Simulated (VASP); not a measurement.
Here is a VASP 6.6.1 calculation.

The input INCAR:

```
SYSTEM = Rh
ALGO = Normal
EDIFF = 1E-6
ENCUT = 520
GGA = CA
ISIF = 2
ISMEAR = 0
LASPH = .TRUE.
LCHARG = .TRUE.
LELF = .TRUE.
LREAL = .FALSE.
LVHAR = .TRUE.
LWAVE = .FALSE.
NBANDS = 14
NELM = 60
PREC = Accurate
SIGMA = 0.1
```

The input KPOINTS:

```
k-points
0
G
  9 9 9
  0 0 0
```

File POSCAR:

```
Rh
1.0
    0.0000000000      1.8731347179      1.8731347179
    1.8731347179      0.0000000000      1.8731347179
    1.8731347179      1.8731347179      0.0000000000
Rh
1
Direct
    0.0000000000      0.0000000000      0.0000000000
```

Potentials or basis: VASP PAW LDA potentials, release 64 (Rh_pv).

Command:

```sh
$ cat potpaw_LDA.64/Rh_pv/POTCAR > POTCAR
$ mpirun -np 1 vasp_std > vasp.out
```

Predict the pressure.

2.9 GPa.
